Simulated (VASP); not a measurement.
# HfB (Fm-3m) in VASP: notebook, part 2 of 2

VASP 6.6.1.

### 3 Single point, LDA

File INCAR:

```
SYSTEM = HfB
PREC = Accurate
ENCUT = 500
EDIFF = 1E-6
ISMEAR = 1
SIGMA = 0.1
LREAL = .False.
LASPH = .True.
NELM = 120
ALGO = Normal
ISIF = 2
LWAVE = .False.
LCHARG = .False.
NBANDS = 14
GGA_COMPAT = .False.
```

File KPOINTS:

```
regular mesh
0
Gamma
  8 8 8
  0 0 0
```

File POSCAR:

```
HfB
1.0
    0.0000000000      2.3743318477      2.3743318477
    2.3743318477      0.0000000000      2.3743318477
    2.3743318477      2.3743318477      0.0000000000
Hf B
1 1
Direct
    0.0000000000      0.0000000000      0.0000000000
    0.5000000000      0.5000000000      0.5000000000
```

Potentials or basis: VASP PAW LDA potentials, release 64 (Hf_pv, B).

Run with:

```bash
> cat potpaw_LDA.64/Hf_pv/POTCAR potpaw_LDA.64/B/POTCAR > POTCAR
> mpirun -np 1 vasp_std > vasp.out
```

OUTCAR:

```text
SYSTEM = HfB
   PREC = Accurate
   ENCUT = 500
   EDIFF = 1E-6
   ISMEAR = 1
   LREAL = .False.
   LASPH = .True.
   NELM = 120
   ISIF = 2

 ion  position               nearest neighbor table
   1  0.000  0.000  0.000-   2 2.37   2 2.37   2 2.37   2 2.37   2 2.37   2 2.37
   2  0.500  0.500  0.500-   1 2.37   1 2.37   1 2.37   1 2.37   1 2.37   1 2.37

  LATTYP: Found a face centered cubic cell.
 ALAT       =     4.7486636954

  Lattice vectors:

 A1 = (   0.0000000000,   2.3743318477,   2.3743318477)
 A2 = (   2.3743318477,   0.0000000000,   2.3743318477)
 A3 = (   2.3743318477,   2.3743318477,   0.0000000000)

Analysis of symmetry for initial positions (statically):
=====================================================================
 Subroutine PRICEL returns:
 Original cell was already a primitive cell.

 Routine SETGRP: Setting up the symmetry group for a
 face centered cubic supercell.

 Subroutine GETGRP returns: Found 48 space group operations
 (whereof 48 operations were pure point group operations)
 out of a pool of 48 trial point group operations.

The static configuration has the point symmetry O_h .

Analysis of symmetry for dynamics (positions and initial velocities):
=====================================================================
 Subroutine PRICEL returns:
 Original cell was already a primitive cell.

[... 168 lines left out ...]
      5       6.5823     -0.00000
      6       6.5823     -0.00000
      7       6.5823     -0.00000
      8       8.2938      0.00000
      9       8.2938      0.00000
     10       8.2938      0.00000
     11       8.4041      0.00000
     12       8.4041      0.00000
     13      15.9938      0.00000
     14      16.4332      0.00000
[... 377 lines left out ...]
      1     -24.5090      2.00000
      2     -24.2454      2.00000
      3     -24.1465      2.00000
      4      -0.3009      2.00000
      5       0.9802      2.00000
      6       3.3793      2.00000
      7       3.8582      2.00000
      8       9.5539      0.00000
      9       9.6535      0.00000
     10      11.2000      0.00000
     11      14.9703      0.00000
     12      15.1716      0.00000
     13      16.4048      0.00000
     14      18.2945      0.00000

 [... further k-points ...]
[... 5 lines left out ...]
  --------------------------------------------------------------------------------------
  -------------------------------------------------------------------------------------
  Total        0.1702556      0.1702556      0.1702556     -0.0000000     -0.0000000     -0.0000000
  in kB       10.1896113     10.1896113     10.1896113     -0.0000000     -0.0000000     -0.0000000
  external PRESSURE =      10.1896113 kB  Pullay stress =       0.0000000 kB

 VOLUME and BASIS-vectors are now :
 -----------------------------------------------------------------------------
  energy-cutoff  :      500.00
  volume of cell :       26.77
      direct lattice vectors                 reciprocal lattice vectors
     0.000000000  2.374331848  2.374331848    -0.210585559  0.210585559  0.210585559
     2.374331848  0.000000000  2.374331848     0.210585559 -0.210585559  0.210585559
     2.374331848  2.374331848  0.000000000     0.210585559  0.210585559 -0.210585559

 POSITION                                       TOTAL-FORCE (eV/Angst)
 -----------------------------------------------------------------------------------
      0.00000      0.00000      0.00000         0.000000      0.000000      0.000000
      2.37433      2.37433      2.37433        -0.000000     -0.000000     -0.000000
 -----------------------------------------------------------------------------------
    total drift:                                0.000000     -0.000000     -0.000000

  FREE ENERGIE OF THE ION-ELECTRON SYSTEM (eV)
  ---------------------------------------------------
  free  energy   TOTEN  =       -18.9927293138 eV

  energy  without entropy=      -18.9921362036  energy(sigma->0) =      -18.99253161
```

stdout:

```text
POSCAR found type information on POSCAR HfB
 POSCAR found :  2 types and       2 ions
 scaLAPACK will be used
 LDA part: xc-table for (Slater(with rela. corr.)+CA(PZ))
 , standard interpolation
 POSCAR, INCAR and KPOINTS ok, starting setup
 FFT: planning ... GRIDC
 FFT: planning ... GRID_SOFT
 FFT: planning ... GRID
 WAVECAR not read
 entering main loop
```

It took 6.1 s on 1 thread of Intel Xeon 8259CL, shared host; peak memory 0.13 GiB.

What came out:

| Item | Value |
| --- | --- |
| Free energy | -18.9927 eV |
| Pressure | 1.0 GPa |
| Band gap on the k mesh | zero (an odd number of electrons rules out a gap without spin polarisation) |

Caveat: spin-orbit coupling is left out, which moves the levels of the heavy elements; an odd number of electrons without spin polarisation forces a metal; a magnetic or distorted state may lie lower.

### 4 Relaxation of cell and atoms, LDA

File INCAR:

```
ALGO = Normal
EDIFF = 1E-7
EDIFFG = -0.01
ENCUT = 500
GGA = CA
GGA_COMPAT = False
IBRION = 2
ISIF = 3
ISMEAR = 1
LASPH = True
LCHARG = False
LREAL = False
LWAVE = False
NELM = 120
NELMIN = 4
NSW = 60
PREC = Accurate
SIGMA = 0.1
```

File KPOINTS:

```
k-points
0
Gamma
  7 7 7
```

POSCAR is that of step 3.

Run with:

```bash
> cat potpaw_LDA.64/Hf_pv/POTCAR potpaw_LDA.64/B/POTCAR > POTCAR
> mpirun -np 1 vasp_std > vasp.out
```

Wall time 9.7 s (1 thread of Intel Xeon 8259CL, shared host); peak memory 0.14 GiB.

It converged, with:

| Quantity | Value |
| --- | --- |
| Free energy | -18.9805 eV |
| Relaxed volume | 13.45 Å³/atom |
| Relaxed cell | a = 3.363 Å, b = 3.363 Å, c = 3.363 Å, α = 60.00°, β = 60.00°, γ = 60.00° |
| Space group after relaxing (to 0.1 Å) | Fm-3m (No. 225) |
| Energy gained by relaxing | 0.2 meV/atom |
| Ionic steps | 3 |
| Pressure after relaxing | 0.0 GPa |
| Band gap on the k mesh | zero (an odd number of electrons rules out a gap without spin polarisation) |

Step by step:
```tsv
step	energy change (eV)	largest force (eV/Å)	pressure (GPa)	volume (Å³)
1	0.0000	0.0000	0.94	26.77
2	0.0003	0.0000	-1.19	27.08
3	-0.0004	0.0000	0.00	26.90
```

Final structure:
```
Hf B
1.0
     0.00000    2.37829    2.37829
     2.37829    0.00000    2.37829
     2.37829    2.37829    0.00000
Hf B
1 1
Direct
  0.00000 0.00000 0.00000
  0.50000 0.50000 0.50000
```

Levels at points of the mesh, in eV from the Fermi level:
```tsv
k point	band 4	band 5	band 6	band 7	band 8	band 9
(0.00, 0.00, 0.00)	-9.12	2.06	2.06	2.06	3.75	3.75
```

Caveat: spin-orbit coupling is left out, which moves the levels of the heavy elements; an odd number of electrons without spin polarisation forces a metal; a magnetic or distorted state may lie lower.

### 5 Relaxation of cell and atoms, LDA

This run uses another cell than the first one, of 12.33 Å³/atom.

File INCAR:

```
SYSTEM = HfB
ALGO = Normal
EDIFF = 1E-7
EDIFFG = -0.01
ENCUT = 500
GGA_COMPAT = .False.
IBRION = 2
ISIF = 3
ISMEAR = 1
LASPH = .True.
LCHARG = .False.
LREAL = .False.
LWAVE = .False.
NELM = 120
NELMIN = 4
NSW = 60
PREC = Accurate
SIGMA = 0.1
```

File KPOINTS:

```
k-points
0
Gamma
  8 8 8
  0 0 0
```

File POSCAR:

```
HfB
1.0
    0.0000000000      2.3100000000      2.3100000000
    2.3100000000      0.0000000000      2.3100000000
    2.3100000000      2.3100000000      0.0000000000
Hf B
1 1
Direct
    0.0000000000      0.0000000000      0.0000000000
    0.5000000000      0.5000000000      0.5000000000
```

Run with:

```bash
> cat potpaw_LDA.64/Hf_pv/POTCAR potpaw_LDA.64/B/POTCAR > POTCAR
> mpirun -np 1 vasp_std > vasp.out
```

Wall time 15 s (1 thread of Intel Xeon 8259CL, shared host); peak memory 0.14 GiB.

Results (log left out):

* Free energy: -18.9925 eV
* Relaxed volume: 13.46 Å³/atom
* Relaxed cell: a = 3.364 Å, b = 3.364 Å, c = 3.364 Å, α = 60.00°, β = 60.00°, γ = 60.00°
* Space group after relaxing (to 0.1 Å): Fm-3m (No. 225)
* Energy gained by relaxing: 65.9 meV/atom
* Ionic steps: 4
* Pressure after relaxing: 0.0 GPa
* Band gap on the k mesh: zero (an odd number of electrons rules out a gap without spin polarisation)

The path:
| step | energy change (eV) | largest force (eV/Å) | pressure (GPa) | volume (Å³) |
| --- | --- | --- | --- | --- |
| 1 | 0.0000 | 0.0000 | 20.04 | 24.65 |
| 2 | 0.1088 | 0.0000 | -18.97 | 30.57 |
| 3 | -0.1318 | 0.0000 | -0.53 | 26.99 |
| 4 | -0.1319 | 0.0000 | -0.04 | 26.92 |

Final structure:
```
Hf B
1.0
     0.00000    2.37886    2.37886
     2.37886    0.00000    2.37886
     2.37886    2.37886    0.00000
Hf B
1 1
Cartesian
  0.0000 0.0000 0.0000
  2.3789 2.3789 2.3789
```

Levels at points of the mesh, in eV from the Fermi level:
```csv
k point,band 3,band 4,band 5,band 6,band 7,band 8,band 9,band 10
"(0.00, 0.00, 0.00)",-28.68,-9.21,1.96,1.96,1.96,3.67,3.67,3.67
"(0.50, 0.00, 0.00)",-28.74,-4.78,-4.20,-1.29,-1.29,5.78,5.78,6.69
"(0.50, 0.50, 0.00)",-28.87,-6.43,-1.10,-0.98,2.08,2.08,5.56,6.97
```

Caveat: spin-orbit coupling is left out, which moves the levels of the heavy elements; an odd number of electrons without spin polarisation forces a metal; a magnetic or distorted state may lie lower.

### 6 The runs side by side

| task | cell | k mesh | gap on the mesh (eV) | pressure (GPa) | relaxed volume (Å³/atom) |
| --- | --- | --- | --- | --- | --- |
| single point | a = 3.357 Å, angles 60.0°, 2 atoms | 7 × 7 × 7 | none | 1.1 | - |
| single point | a = 3.358 Å, angles 60.0°, 2 atoms | 8 × 8 × 8 | none | 1.0 | - |
| relaxation of cell and atoms | relaxed from a = 3.358 Å, angles 60.0°, 2 atoms | 7 × 7 × 7 | none | 0.0 | 13.45 |
| relaxation of cell and atoms | relaxed from a = 3.267 Å, angles 60.0°, 2 atoms | 8 × 8 × 8 | none | 0.0 | 13.46 |

Alike in all rows: level LDA; potentials or basis VASP PAW LDA potentials, release 64 (Hf_pv, B); no spin polarisation; cutoff (eV) 500; smearing methfessel-paxton 0.1 eV.

Caveats: spin-orbit coupling is left out, which moves the levels of the heavy elements; an odd number of electrons without spin polarisation forces a metal; a magnetic or distorted state may lie lower.

Absolute energies hang on the potentials; compare differences alone.
